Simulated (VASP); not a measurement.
# Ge (Ia-3) in VASP: a series of runs

Ge is run at these levels: LDA; tasks: single point, relaxation of cell and atoms.

Everything below comes from runs of VASP 6.6.1. Logs are shortened: lines on timing, memory, paths and dates and some standing lists are left out, and cuts for length are marked.

### Step 1. The cell of the first run

Symmetry: Ia-3, No. 206, cubic system. The conventional cell has a = 6.806 Å, b = 6.806 Å, c = 6.806 Å, α = 90.00°, β = 90.00°, γ = 90.00°. Within 3.2 Å of Ge (site symmetry 3) lie 4 Ge at 2.43 to 2.44 Å.

### Step 2. Single point, LDA

File INCAR:

```
  ALGO = Normal
  EDIFF = 1E-6
  ENCUT = 500
  GGA_COMPAT = F
  ISIF = 2
  ISMEAR = 1
  LASPH = T
  LCHARG = F
  LREAL = F
  LWAVE = F
  NBANDS = 66
  NELM = 120
  PREC = Accurate
  SIGMA = 0.15
```

File KPOINTS:

```
k-points
0
Gamma
  5 5 5
```

File POSCAR:

```
Ge
1.0
   -3.4031318398      3.4031318398      3.4031318398
    3.4031318398     -3.4031318398      3.4031318398
    3.4031318398      3.4031318398     -3.4031318398
Ge
8
Direct
    0.5000000000      0.0000000000      0.7941933475
    0.2941933475      0.2941933475      0.2941933475
    0.0000000000      0.7941933475      0.5000000000
    0.2058066525      0.5000000000      1.0000000000
    1.0000000000      0.2058066525      0.5000000000
    0.7058066525      0.7058066525      0.7058066525
    0.7941933475      0.5000000000      0.0000000000
    0.5000000000      0.0000000000      0.2058066525
```

Potentials or basis: VASP PAW LDA potentials, release 64 (Ge_d).

On the command line:

```sh
$ cat potpaw_LDA.64/Ge_d/POTCAR > POTCAR
$ mpirun -np 1 vasp_std > vasp.out
```

OUTCAR:

```text
EDIFF = 1E-6
   ENCUT = 500
   ISIF = 2
   ISMEAR = 1
   LASPH = T
   LREAL = F
   NELM = 120
   PREC = Accurate

 ion  position               nearest neighbor table
   1  0.500  0.000  0.794-   8 2.43   7 2.44   3 2.44   6 2.44
   2  0.294  0.294  0.294-   6 2.43   4 2.44   5 2.44   8 2.44
   3  0.000  0.794  0.500-   5 2.43   1 2.44   7 2.44   6 2.44
   4  0.206  0.500  0.000-   7 2.43   2 2.44   8 2.44   5 2.44
   5  0.000  0.206  0.500-   3 2.43   4 2.44   8 2.44   2 2.44
   6  0.706  0.706  0.706-   2 2.43   7 2.44   3 2.44   1 2.44
   7  0.794  0.500  0.000-   4 2.43   3 2.44   6 2.44   1 2.44
   8  0.500  0.000  0.206-   1 2.43   5 2.44   4 2.44   2 2.44

  LATTYP: Found a body centered cubic cell.
 ALAT       =     6.8062636796

  Lattice vectors:

 A1 = (  -3.4031318398,   3.4031318398,   3.4031318398)
 A2 = (   3.4031318398,  -3.4031318398,   3.4031318398)
 A3 = (   3.4031318398,   3.4031318398,  -3.4031318398)

Analysis of symmetry for initial positions (statically):
=====================================================================
 Subroutine PRICEL returns:
 Original cell was already a primitive cell.

 Routine SETGRP: Setting up the symmetry group for a
 body centered cubic supercell.

 Subroutine GETGRP returns: Found 24 space group operations
 (whereof  6 operations were pure point group operations)
 out of a pool of 48 trial point group operations.

The static configuration has the point symmetry S_6 .
 The point group associated with its full space group is T_h .

Analysis of symmetry for dynamics (positions and initial velocities):
=====================================================================
 Subroutine PRICEL returns:
 Original cell was already a primitive cell.

 Routine SETGRP: Setting up the symmetry group for a
 body centered cubic supercell.

 Subroutine GETGRP returns: Found 24 space group operations
 (whereof  6 operations were pure point group operations)
 out of a pool of 48 trial point group operations.

The dynamic configuration has the point symmetry S_6 .
 The point group associated with its full space group is T_h .

 Subroutine INISYM returns: Found 24 space group operations
 (whereof  6 operations are pure point group operations),
 and found     1 'primitive' translations

----------------------------------------------------------------------------------------

                                     Primitive cell

  volume of cell :     157.6508

  direct lattice vectors                    reciprocal lattice vectors
    -3.403131840  3.403131840  3.403131840     0.000000000  0.146923488  0.146923488
     3.403131840 -3.403131840  3.403131840     0.146923488  0.000000000  0.146923488
     3.403131840  3.403131840 -3.403131840     0.146923488  0.146923488  0.000000000

  length of vectors
     5.894397251  5.894397251  5.894397251     0.207781189  0.207781189  0.207781189

  position of ions in fractional coordinates (direct lattice)
     0.500000000  0.000000000  0.794193347
     0.294193347  0.294193347  0.294193347
     0.000000000  0.794193347  0.500000000
     0.205806653  0.500000000  0.000000000
     0.000000000  0.205806653  0.500000000
     0.705806653  0.705806653  0.705806653
     0.794193347  0.500000000  0.000000000
     0.500000000  0.000000000  0.205806653

  ion indices of the primitive-cell ions
   primitive index   ion index
                 1           1
                 2           2
                 3           3
                 4           4
                 5           5
                 6           6
                 7           7
                 8           8

----------------------------------------------------------------------------------------

 KPOINTS: k-points

Automatic generation of k-mesh.
 Grid dimensions read from file:
 generate k-points for:    5    5    5

 Generating k-lattice:

  Cartesian coordinates                     Fractional coordinates (reciprocal lattice)
     0.000000000  0.029384698  0.029384698     0.200000000  0.000000000  0.000000000
     0.029384698  0.000000000  0.029384698     0.000000000  0.200000000  0.000000000
     0.029384698  0.029384698  0.000000000     0.000000000  0.000000000  0.200000000

  Length of vectors
     0.041556238  0.041556238  0.041556238

  Shift w.r.t. Gamma in fractional coordinates (k-lattice)
     0.000000000  0.000000000  0.000000000

 Subroutine IBZKPT returns following result:
 ===========================================

 Found     11 irreducible k-points:

 Following reciprocal coordinates:
            Coordinates               Weight
  0.000000  0.000000  0.000000      1.000000
  0.200000  0.000000  0.000000     12.000000
  0.400000  0.000000  0.000000     12.000000
  0.200000  0.200000  0.000000     24.000000
  0.400000  0.200000 -0.000000     24.000000
  0.200000  0.200000  0.200000      8.000000
 -0.200000  0.200000  0.200000      6.000000
 -0.400000  0.400000  0.200000     12.000000
  0.200000 -0.200000  0.400000     12.000000
 -0.400000 -0.400000  0.200000      8.000000
 -0.400000  0.400000  0.400000      6.000000
   k-points           NKPTS =     11   k-points in BZ     NKDIM =     11   number of bands    NBANDS=     66
   number of dos      NEDOS =    301   number of ions     NIONS =      8
   total plane-waves  NPLWV = 110592
   dimension x,y,z NGX =    48 NGY =   48 NGZ =   48
   dimension x,y,z NGXF=    96 NGYF=   96 NGZF=   96
   ions per type =               8
   NGX,Y,Z   is equivalent  to a cutoff of  13.54, 13.54, 13.54 a.u.
   NGXF,Y,Z  is equivalent  to a cutoff of  27.08, 27.08, 27.08 a.u.
 SYSTEM =  unknown system
   PREC   = accura    normal or accurate (medium, high low for compatibility)
   ISTART =      0    job   : 0-new  1-cont  2-samecut
   ICHARG =      2    charge: 1-file 2-atom 10-const
   ISPIN  =      1    spin polarized calculation?
   LNONCOLLINEAR =      F non collinear calculations
   LSORBIT =      F    spin-orbit coupling
   LASPH  =      T    aspherical Exc in radial PAW
   ENCUT  =  500.0 eV  36.75 Ry    6.06 a.u.  10.75 10.75 10.75*2*pi/ulx,y,z
   NELM   =    120;   NELMIN=  2; NELMDL= -5     # of ELM steps
   EDIFF  = 0.1E-05   stopping-criterion for ELM
   LREAL  =      F    real-space projection
[... 7 lines left out ...]
   TEBEG  =    0.0;   TEEND  =   0.0 temperature during run
   PSTRESS=    0.0 pullay stress
   NELECT =     112.0000    total number of electrons
   NUPDOWN=      -1.0000    fix difference up-down
   EMIN   =  10.00;   EMAX   =-10.00  energy-range for DOS
   EFERMI =   0.00;   METHOD = LEGACY
   ISMEAR =     1;   SIGMA  =   0.15  broadening in eV -4-tet -1-fermi 0-gaus
   EFERMI_NEDOS =   21; number of points for ismear=-14 and -15
   IALGO  =     38    algorithm
   IMIX   =      4    mixing-type and parameters
     AMIX     =   0.40;   BMIX     =  1.00
     AMIX_MAG =   1.60;   BMIX_MAG =  1.00
  volume/ion in A,a.u.               =      19.71       132.99
  Fermi-wavevector in a.u.,A,eV,Ry     =   1.460771  2.760456 29.032808  2.133851
  Thomas-Fermi vector in A             =   2.577181
   LORBIT       =      0    0 simple, 1 ext, 2 COOP (PROOUT), +10 PAW based schemes
   GGA     = CA    functional components
   LHFCALC =     F    Hartree Fock is set to
   AEXX    =    0.0000 exact exchange contribution
   IVDW    =     0    specifies the selected vdW correction
   LEPSILON=     F    determine dielectric tensor
   LRPA    =     F    only Hartree local field effects (RPA)
 non-spin polarized calculation
 Methfessel and Paxton  Order N= 1 SIGMA  =   0.15
  energy-cutoff  :      500.00
  volume of cell :      157.65
 maximum number of plane-waves:      4028
 NGX is ok and might be reduce to    48
   NGX = 21   NGY = 21   NGZ = 21

 number of electron     111.9999947 magnetization

 Free energy of the ion-electron system (eV)
  ---------------------------------------------------
  ext. energy  EPLUGINS =         0.00000000
  ---------------------------------------------------
  free energy    TOTEN  =       -40.57162438 eV

  energy without entropy =      -40.57555099  energy(sigma->0) =      -40.57293325

 E-fermi :   6.0837     XC(G=0): -11.1217

 val. band max:        6.0675851072   @ k =  -0.4000   0.4000   0.4000
 cond. band min:       6.1342366037   @ k =  -0.4000   0.4000   0.4000
 fundamental gap:      0.0666514965
 Fermi energy:         6.0836971131

 k-point     1 :       0.0000    0.0000    0.0000
  band No.  band energies     occupation
      1     -19.0390      2.00000
      2     -19.0344      2.00000
      3     -19.0344      2.00000
      4     -19.0344      2.00000
      5     -19.0292      2.00000
      6     -19.0292      2.00000
[... 58 lines left out ...]
     65      11.1223      0.00000
     66      13.0097      0.00000

 k-point     2 :       0.2000    0.0000    0.0000
  band No.  band energies     occupation
      1     -19.0432      2.00000
      2     -19.0408      2.00000
      3     -19.0352      2.00000
      4     -19.0308      2.00000
      5     -19.0241      2.00000
      6     -19.0211      2.00000
[... 58 lines left out ...]
     65      11.5229      0.00000
     66      11.7174      0.00000

 k-point     3 :       0.4000    0.0000    0.0000
  band No.  band energies     occupation
      1     -19.0467      2.00000
      2     -19.0447      2.00000
      3     -19.0291      2.00000
      4     -19.0269      2.00000
      5     -19.0161      2.00000
      6     -19.0103      2.00000
[... 541 lines left out ...]
     65       9.9082      0.00000
     66       9.9082      0.00000

 k-point    11 :      -0.4000    0.4000    0.4000
  band No.  band energies     occupation
      1     -19.0481      2.00000
      2     -19.0465      2.00000
      3     -19.0456      2.00000
      4     -19.0036      2.00000
      5     -18.9964      2.00000
      6     -18.9932      2.00000
[... 58 lines left out ...]
     65       9.9037      0.00000
     66       9.9600      0.00000

------------------------ aborting loop because EDIFF is reached ----------------------------------------

  FORCE on cell =-STRESS in cart. coord.  units (eV):
  Direction    XX          YY          ZZ          XY          YZ          ZX
  --------------------------------------------------------------------------------------
  -------------------------------------------------------------------------------------
  Total        1.9897654      1.9897654      1.9897654      0.0000000     -0.0000000      0.0000000
  in kB       20.2216294     20.2216294     20.2216294      0.0000000     -0.0000000      0.0000000
  external PRESSURE =      20.2216294 kB  Pullay stress =       0.0000000 kB

 VOLUME and BASIS-vectors are now :
 -----------------------------------------------------------------------------
  energy-cutoff  :      500.00
  volume of cell :      157.65
      direct lattice vectors                 reciprocal lattice vectors
    -3.403131840  3.403131840  3.403131840     0.000000000  0.146923488  0.146923488
     3.403131840 -3.403131840  3.403131840     0.146923488  0.000000000  0.146923488
     3.403131840  3.403131840 -3.403131840     0.146923488  0.146923488  0.000000000

 POSITION                                       TOTAL-FORCE (eV/Angst)
 -----------------------------------------------------------------------------------
      1.00118      4.40431     -1.00118        -0.007016     -0.007016      0.007016
      1.00118      1.00118      1.00118        -0.007016     -0.007016     -0.007016
      4.40431     -1.00118      1.00118        -0.007016      0.007016     -0.007016
      1.00118     -1.00118      2.40195        -0.007016      0.007016      0.007016
      2.40195      1.00118     -1.00118         0.007016     -0.007016      0.007016
      2.40195      2.40195      2.40195         0.007016      0.007016      0.007016
     -1.00118      1.00118      4.40431         0.007016     -0.007016     -0.007016
     -1.00118      2.40195      1.00118         0.007016      0.007016     -0.007016
 -----------------------------------------------------------------------------------
    total drift:                                0.000000      0.000000     -0.000000

  FREE ENERGIE OF THE ION-ELECTRON SYSTEM (eV)
  ---------------------------------------------------
  free  energy   TOTEN  =       -40.5716243769 eV

  energy  without entropy=      -40.5755509879  energy(sigma->0) =      -40.57293325
```

It took 1.9 min on 1 thread of Intel Xeon Platinum 8259CL at 2.50GHz (Skylake/Cascade Lake), shared host; peak memory 0.28 GiB.

Results:

```
Free energy            : -40.5716 eV
Pressure               : 2.0 GPa
Largest force          : 0.012 eV/Å
Band gap on the k mesh : zero (bands 56 and 57 overlap by 0.21 eV)
```

Forces in eV/Å, atoms in the order of the input:
```
Ge  -0.007 -0.007  0.007
Ge  -0.007 -0.007 -0.007
Ge  -0.007  0.007 -0.007
Ge  -0.007  0.007  0.007
Ge   0.007 -0.007  0.007
Ge   0.007  0.007  0.007
Ge   0.007 -0.007 -0.007
Ge   0.007  0.007 -0.007
```

Caveat: semilocal functionals underestimate gaps, so a narrow gap can read as zero.

### Step 3. Relaxation of cell and atoms, LDA, target pressure 2 GPa, at which the enthalpy is minimised

This run uses another cell than the first one, of 21.15 Å³/atom.

File INCAR:

```
ALGO = Normal
EDIFF = 1E-7
EDIFFG = -0.005
ENCUT = 500
GGA_COMPAT = False
IBRION = 2
ISIF = 3
ISMEAR = 1
LASPH = True
LCHARG = False
LREAL = False
LWAVE = False
NELM = 120
NELMIN = 4
NSW = 60
PREC = Accurate
PSTRESS = 20.0
SIGMA = 0.15
```

KPOINTS is that of step 2.

File POSCAR:

```
Ge
1.0
   -3.4841700000      3.4841700000      3.4841700000
    3.4841700000     -3.4841700000      3.4841700000
    3.4841700000      3.4841700000     -3.4841700000
Ge
8
Direct
    0.5000000000      0.0000000000      0.7989000000
    0.2989000000      0.2989000000      0.2989000000
    0.0000000000      0.7989000000      0.5000000000
    0.2011000000      0.5000000000      1.0000000000
    1.0000000000      0.2011000000      0.5000000000
    0.7011000000      0.7011000000      0.7011000000
    0.7989000000      0.5000000000      0.0000000000
    0.5000000000      0.0000000000      0.2011000000
```

Potentials or basis: VASP PAW LDA potentials, release 64 (Ge_d).

On the command line:

```sh
$ cat potpaw_LDA.64/Ge_d/POTCAR > POTCAR
$ mpirun -np 1 vasp_std > vasp.out
```

Run time: 8.8 min. Hardware: 1 thread of Intel Xeon Platinum 8259CL at 2.50GHz (Skylake/Cascade Lake), shared host; peak memory 0.29 GiB.

Results (log left out):

```yaml
Free_energy: -40.5795 eV
Relaxed_volume: 19.73 Å³/atom
Relaxed_cell: a = 5.897 Å, b = 5.897 Å, c = 5.897 Å, α = 109.47°, β = 109.47°, γ = 109.47°
Space_group_after_relaxing_to_0.1_Å: Ia-3 (No. 206)
Energy_change_on_relaxing_the_run_minimises_the_enthalpy: -5.0 meV/atom
Ionic_steps: 6
Pressure_after_relaxing: 2.0 GPa
Band_gap_on_the_k_mesh: zero (bands 56 and 57 overlap by 0.21 eV)
```

The path:
| step | energy change (eV) | largest force (eV/Å) | pressure (GPa) | volume (Å³) |
| --- | --- | --- | --- | --- |
| 1 | 0.0000 | 0.1399 | -2.37 | 169.18 |
| 2 | 0.0362 | 0.3738 | 4.00 | 155.44 |
| 3 | -0.0236 | 0.3086 | 2.29 | 158.74 |
| 4 | -0.0391 | 0.1078 | 2.07 | 158.06 |
| 5 | -0.0378 | 0.0019 | 2.05 | 157.67 |
| 6 | -0.0399 | 0.0003 | 1.98 | 157.84 |

Final structure:
```xyz
8
Lattice="-3.4045 3.4045 3.4045 3.4045 -3.4045 3.4045 3.4045 3.4045 -3.4045" Properties=species:S:1:pos:R:3 pbc="T T T"
Ge    1.0012    4.4057   -1.0012
Ge    1.0012    1.0012    1.0012
Ge    4.4057   -1.0012    1.0012
Ge    1.0012   -1.0012    2.4033
Ge    2.4033    1.0012   -1.0012
Ge    2.4033    2.4033    2.4033
Ge   -1.0012    1.0012    4.4057
Ge   -1.0012    2.4033    1.0012
```

Levels at points of the mesh, in eV from the Fermi level:
| k point | band 54 | band 55 | band 56 | band 57 | band 58 | band 59 |
| --- | --- | --- | --- | --- | --- | --- |
| (0.00, 0.00, 0.00) | -1.53 | -1.53 | -0.92 | 1.67 | 1.67 | 1.67 |

Caveat: the cell is relaxed towards a set pressure, so the run minimises the enthalpy, not the energy; semilocal functionals underestimate gaps, so a narrow gap can read as zero.
